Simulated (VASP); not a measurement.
# PbS in VASP: single point with r2SCAN

Aim: the single point of PbS with r2SCAN.

All numbers are computed with VASP 6.6.1; they aren't measurements. Logs are shortened: lines on timing, memory, paths and dates and some standing lists are left out, and cuts for length are marked.

## Step 1: The cell of the first run

The cell holds a slab with vacuum, 4 atoms: a = 4.216 Å, b = 4.216 Å, c = 11.707 Å, α = 93.80°, β = 93.80°, γ = 90.01°.

## Step 2: Single point, r2SCAN

File POSCAR:

```
PbS
1.0
    2.9811160050     -2.9817658385     -0.0003081629
    2.9811160050      2.9817658385     -0.0003081629
   -1.0962004247      0.0000000000     11.6553227867
Pb S
2 2
Direct
    0.7728245725      0.7728245725      0.6229191421
    0.2271754275      0.2271754275      0.3770808579
    0.2693219197      0.2693219197      0.6051364452
    0.7306780803      0.7306780803      0.3948635548
```

File INCAR.step1:

```
SYSTEM = PbS
ALGO     = Normal         ! electronic algorithm
EDIFF    = 1E-4           ! SCF threshold, eV
ENCUT    = 520            ! plane-wave cutoff, eV
GGA      = PE             ! functional
ISMEAR   = -1             ! smearing method
LASPH    = .TRUE.         ! aspherical terms in the spheres
LCHARG   = .FALSE.        ! write CHGCAR
LREAL    = .FALSE.        ! projectors in reciprocal space
LWAVE    = .TRUE.         ! write WAVECAR
NBANDS   = 28             ! bands
NELM     = 100            ! most SCF steps
PREC     = Accurate       ! precision mode
SIGMA    = 0.02           ! smearing width, eV
```

File INCAR.step2:

```
SYSTEM = PbS
ALGO     = Normal         ! electronic algorithm
EDIFF    = 1E-7           ! SCF threshold, eV
ENCUT    = 520            ! plane-wave cutoff, eV
ISIF     = 2              ! what is computed and relaxed
ISMEAR   = -1             ! smearing method
ISTART   = 1            
LASPH    = .TRUE.         ! aspherical terms in the spheres
LCHARG   = .TRUE.         ! write CHGCAR
LELF     = .TRUE.         ! ELF
LMIXTAU  = .TRUE.       
LREAL    = .FALSE.        ! projectors in reciprocal space
LVHAR    = .TRUE.       
LWAVE    = .FALSE.        ! write WAVECAR
METAGGA  = R2SCAN         ! meta-GGA
NBANDS   = 28             ! bands
NELM     = 100            ! most SCF steps
PREC     = Accurate       ! precision mode
SIGMA    = 0.02           ! smearing width, eV
```

File KPOINTS:

```
k-points
0
G
  6 6 4
  0 0 0
```

Potentials or basis: VASP PAW PBE potentials, release 64 (Pb_d, S).

Run with:

```bash
$ cat potpaw_PBE.64/Pb_d/POTCAR potpaw_PBE.64/S/POTCAR > POTCAR
$ cp INCAR.step1 INCAR
$ mpirun -np 1 vasp_std > vasp.out
$ cp INCAR.step2 INCAR
$ mpirun -np 1 vasp_std > vasp.out
```

OUTCAR:

```text
SYSTEM = PbS
   EDIFF = 1E-7
   ENCUT = 520
   ISIF = 2
   ISMEAR = -1
   ISTART = 1
   LASPH = .TRUE.
   LREAL = .FALSE.
   METAGGA = R2SCAN
   NELM = 100
   PREC = Accurate

 ion  position               nearest neighbor table
   1  0.773  0.773  0.623-   4 2.66   3 2.99   3 2.99   3 2.99   3 2.99   2 4.13   2 4.14   2 4.14
                             2 4.14
   2  0.227  0.227  0.377-   3 2.66   4 2.99   4 2.99   4 2.99   4 2.99   1 4.13   1 4.14   1 4.14
                             1 4.14
   3  0.269  0.269  0.605-   2 2.66   1 2.99   1 2.99   1 2.99   1 2.99
   4  0.731  0.731  0.395-   1 2.66   2 2.99   2 2.99   2 2.99   2 2.99

  LATTYP: Found a base centered monoclinic cell.
 ALAT       =     5.9622320419
 B/A-ratio  =     1.0002179780
 C/A-ratio  =     1.9634859642
 COS(beta)  =    -0.0937411674

  Lattice vectors:

 A1 = (   2.9811160050,  -2.9817658385,  -0.0003081629)
 A2 = (   2.9811160050,   2.9817658385,  -0.0003081629)
 A3 = (  -1.0962004247,   0.0000000000,  11.6553227867)

Analysis of symmetry for initial positions (statically):
=====================================================================
 Subroutine PRICEL returns:
 Original cell was already a primitive cell.

 Routine SETGRP: Setting up the symmetry group for a
 base centered monoclinic supercell.

 Subroutine GETGRP returns: Found  4 space group operations
 (whereof  4 operations were pure point group operations)
 out of a pool of  4 trial point group operations.

The static configuration has the point symmetry C_2h.

Analysis of symmetry for dynamics (positions and initial velocities):
=====================================================================
 Subroutine PRICEL returns:
 Original cell was already a primitive cell.

 Routine SETGRP: Setting up the symmetry group for a
 base centered monoclinic supercell.

 Subroutine GETGRP returns: Found  4 space group operations
 (whereof  4 operations were pure point group operations)
 out of a pool of  4 trial point group operations.

The dynamic configuration has the point symmetry C_2h.

 Subroutine INISYM returns: Found  4 space group operations
 (whereof  4 operations are pure point group operations),
 and found     1 'primitive' translations

----------------------------------------------------------------------------------------

                                     Primitive cell

  volume of cell :     207.2061

  direct lattice vectors                    reciprocal lattice vectors
     2.981116005 -2.981765838 -0.000308163     0.167724054 -0.167685870  0.015774696
     2.981116005  2.981765838 -0.000308163     0.167724054  0.167685870  0.015774696
    -1.096200425  0.000000000 11.655322787     0.000008869  0.000000000  0.085798544

  length of vectors
     4.216394223  4.216394223 11.706758929     0.237694658  0.237694658  0.085798544

  position of ions in fractional coordinates (direct lattice)
     0.772824572  0.772824572  0.622919142
     0.227175428  0.227175428  0.377080858
     0.269321920  0.269321920  0.605136445
     0.730678080  0.730678080  0.394863555

  ion indices of the primitive-cell ions
   primitive index   ion index
                 1           1
                 2           2
                 3           3
                 4           4

----------------------------------------------------------------------------------------

 KPOINTS: k-points

Automatic generation of k-mesh.
 Grid dimensions read from file:
 generate k-points for:    6    6    4

 Generating k-lattice:

  Cartesian coordinates                     Fractional coordinates (reciprocal lattice)
     0.027954009 -0.027947645  0.002629116     0.166666667 -0.000000000  0.000000000
     0.027954009  0.027947645  0.002629116    -0.000000000  0.166666667  0.000000000
     0.000002217  0.000000000  0.021449636     0.000000000  0.000000000  0.250000000

  Length of vectors
     0.039615776  0.039615776  0.021449636

  Shift w.r.t. Gamma in fractional coordinates (k-lattice)
     0.000000000  0.000000000  0.000000000

 Subroutine IBZKPT returns following result:
 ===========================================

 Found     47 irreducible k-points:

 Following reciprocal coordinates:
            Coordinates               Weight
  0.000000  0.000000  0.000000      1.000000
  0.166667 -0.000000  0.000000      4.000000
  0.333333 -0.000000  0.000000      4.000000
  0.500000 -0.000000  0.000000      2.000000
  0.166667  0.166667  0.000000      2.000000
  0.333333  0.166667  0.000000      4.000000
[... 16 lines left out ...]
 -0.333333  0.166667  0.250000      4.000000
 -0.166667  0.166667  0.250000      4.000000
 [... further k-points ...]
   k-points           NKPTS =     47   k-points in BZ     NKDIM =     47   number of bands    NBANDS=     28
   number of dos      NEDOS =    301   number of ions     NIONS =      4
   total plane-waves  NPLWV =  92160
   dimension x,y,z NGX =    32 NGY =   32 NGZ =   90
   dimension x,y,z NGXF=    64 NGYF=   64 NGZF=  180
   ions per type =               2   2
   NGX,Y,Z   is equivalent  to a cutoff of  12.62, 12.62, 12.78 a.u.
   NGXF,Y,Z  is equivalent  to a cutoff of  25.23, 25.23, 25.56 a.u.
 SYSTEM =  PbS
   PREC   = accura    normal or accurate (medium, high low for compatibility)
   ISTART =      1    job   : 0-new  1-cont  2-samecut
   ICHARG =      0    charge: 1-file 2-atom 10-const
   ISPIN  =      1    spin polarized calculation?
   LNONCOLLINEAR =      F non collinear calculations
   LSORBIT =      F    spin-orbit coupling
   LASPH  =      T    aspherical Exc in radial PAW
   ENCUT  =  520.0 eV  38.22 Ry    6.18 a.u.   7.84  7.84 21.77*2*pi/ulx,y,z
   NELM   =    100;   NELMIN=  2; NELMDL=  0     # of ELM steps
   EDIFF  = 0.1E-06   stopping-criterion for ELM
   LREAL  =      F    real-space projection
   EDIFFG = 0.1E-05   stopping-criterion for IOM
   NSW    =      0    number of steps for IOM
   IBRION =     -1    ionic relax: 0-MD 1-quasi-New 2-CG
   NFREE  =      0    steps in history (QN), initial steepest desc. (CG)
   ISIF   =      2    stress and relaxation
   ISYM   =      2    0-nonsym 1-usesym 2-fastsym
   POTIM  = 0.5000    time-step for ionic-motion
   TEBEG  =    0.0;   TEEND  =   0.0 temperature during run
   PSTRESS=    0.0 pullay stress
   NELECT =      40.0000    total number of electrons
   NUPDOWN=      -1.0000    fix difference up-down
   EMIN   =  10.00;   EMAX   =-10.00  energy-range for DOS
   EFERMI =   0.00;   METHOD = LEGACY
   ISMEAR =    -1;   SIGMA  =   0.02  broadening in eV -4-tet -1-fermi 0-gaus
   EFERMI_NEDOS =   21; number of points for ismear=-14 and -15
   IALGO  =     38    algorithm
   IMIX   =      4    mixing-type and parameters
     AMIX     =   0.40;   BMIX     =  1.00
     AMIX_MAG =   1.60;   BMIX_MAG =  1.00
  volume/ion in A,a.u.               =      51.80       349.57
  Fermi-wavevector in a.u.,A,eV,Ry     =   0.946151  1.787967 12.179971  0.895203
  Thomas-Fermi vector in A             =   2.074122
   LORBIT       =      0    0 simple, 1 ext, 2 COOP (PROOUT), +10 PAW based schemes
   METAGGA = R2SCAN    functional components
   LHFCALC =     F    Hartree Fock is set to
   AEXX    =    0.0000 exact exchange contribution
   IVDW    =     0    specifies the selected vdW correction
   LEPSILON=     F    determine dielectric tensor
   LRPA    =     F    only Hartree local field effects (RPA)
 non-spin polarized calculation
  energy-cutoff  :      520.00
  volume of cell :      207.21
 maximum number of plane-waves:      5607
   NGX = 15   NGY = 15   NGZ = 43

 number of electron      40.0000001 magnetization

 Free energy of the ion-electron system (eV)
  ---------------------------------------------------
  ext. energy  EPLUGINS =         0.00000000
  ---------------------------------------------------
  free energy    TOTEN  =      -130.91517940 eV

  energy without entropy =     -130.91517940  energy(sigma->0) =     -130.91517940

 E-fermi :   0.4164     XC(G=0):  -5.8463

 val. band max:       -0.0154859073   @ k =   0.3333  -0.0000   0.5000
 cond. band min:       2.3158981962   @ k =  -0.0000  -0.0000   0.5000
 fundamental gap:      2.3313841035
 Fermi energy:         0.4164389902

 k-point     1 :       0.0000    0.0000    0.0000
  band No.  band energies     occupation
      1     -16.7187      2.00000
      2     -16.6096      2.00000
      3     -16.5935      2.00000
      4     -16.5780      2.00000
      5     -16.5688      2.00000
      6     -16.5509      2.00000
[... 20 lines left out ...]
     27       7.0014      0.00000
     28       7.0066      0.00000

 k-point     2 :       0.1667   -0.0000    0.0000
  band No.  band energies     occupation
      1     -16.7017      2.00000
      2     -16.6008      2.00000
      3     -16.5892      2.00000
      4     -16.5770      2.00000
      5     -16.5761      2.00000
      6     -16.5654      2.00000
[... 20 lines left out ...]
     27       6.3035      0.00000
     28       6.9156      0.00000

 k-point     3 :       0.3333   -0.0000    0.0000
  band No.  band energies     occupation
      1     -16.6630      2.00000
      2     -16.5986      2.00000
      3     -16.5897      2.00000
      4     -16.5842      2.00000
      5     -16.5822      2.00000
      6     -16.5678      2.00000
[... 20 lines left out ...]
     27       5.8931      0.00000
     28       7.3903      0.00000

 k-point     4 :       0.5000   -0.0000    0.0000
  band No.  band energies     occupation
      1     -16.6249      2.00000
      2     -16.6246      2.00000
      3     -16.5946      2.00000
      4     -16.5946      2.00000
      5     -16.5692      2.00000
      6     -16.5691      2.00000
[... 578 lines left out ...]
     27       6.6894      0.00000
     28       7.0127      0.00000

 k-point    23 :      -0.3333    0.1667    0.2500
  band No.  band energies     occupation
      1     -16.6712      2.00000
      2     -16.6244      2.00000
      3     -16.5823      2.00000
      4     -16.5790      2.00000
      5     -16.5740      2.00000
      6     -16.5633      2.00000
[... 20 lines left out ...]
     27       6.1373      0.00000
     28       7.2458      0.00000

 k-point    24 :      -0.1667    0.1667    0.2500
  band No.  band energies     occupation
      1     -16.6914      2.00000
      2     -16.5948      2.00000
      3     -16.5923      2.00000
      4     -16.5794      2.00000
      5     -16.5735      2.00000
      6     -16.5709      2.00000
[... 20 lines left out ...]
     27       5.9990      0.00000
     28       7.4085      0.00000

 [... further k-points ...]
[... 5 lines left out ...]
  --------------------------------------------------------------------------------------
  -------------------------------------------------------------------------------------
  Total       -0.0064883     -0.0227587     -0.0091244      0.0000000      0.0000000     -0.0009939
  in kB       -0.0501694     -0.1759767     -0.0705525      0.0000000      0.0000000     -0.0076854
  external PRESSURE =      -0.0988996 kB  Pullay stress =       0.0000000 kB

 VOLUME and BASIS-vectors are now :
 -----------------------------------------------------------------------------
  energy-cutoff  :      520.00
  volume of cell :      207.21
      direct lattice vectors                 reciprocal lattice vectors
     2.981116005 -2.981765838 -0.000308163     0.167724054 -0.167685870  0.015774696
     2.981116005  2.981765838 -0.000308163     0.167724054  0.167685870  0.015774696
    -1.096200425  0.000000000 11.655322787     0.000008869  0.000000000  0.085798544

 POSITION                                       TOTAL-FORCE (eV/Angst)
 -----------------------------------------------------------------------------------
      3.92492      0.00000      7.25985        -0.000969      0.000000      0.001314
      0.94112      0.00000      4.39486         0.000969      0.000000     -0.001314
      0.94241      0.00000      7.05289         0.000498      0.000000      0.013681
      3.92362      0.00000      4.60181        -0.000498      0.000000     -0.013681
 -----------------------------------------------------------------------------------
    total drift:                                0.000000     -0.000000     -0.000000

  FREE ENERGIE OF THE ION-ELECTRON SYSTEM (eV)
  ---------------------------------------------------
  free  energy   TOTEN  =      -130.9151794038 eV

  energy  without entropy=     -130.9151794037  energy(sigma->0) =     -130.91517940
```

Wall time 13 min (1 thread of Intel Xeon Platinum 8259CL at 2.50GHz (Skylake/Cascade Lake), shared host); peak memory 0.47 GiB.

Results:

| Quantity | Value |
| --- | --- |
| Free energy | -130.9152 eV |
| Largest force | 0.014 eV/Å |
| Band gap on the k mesh | 2.33 eV, indirect (least direct gap 2.42 eV) |

Forces on the atoms (eV/Å):
```
Pb  -0.001  0.000  0.001
Pb   0.001  0.000 -0.001
S    0.000  0.000  0.014
S    0.000  0.000 -0.014
```

Caveat: the PAW data sets were made with another functional, which shifts forces and pressure a little; spin-orbit coupling is left out, which moves the levels of the heavy elements.
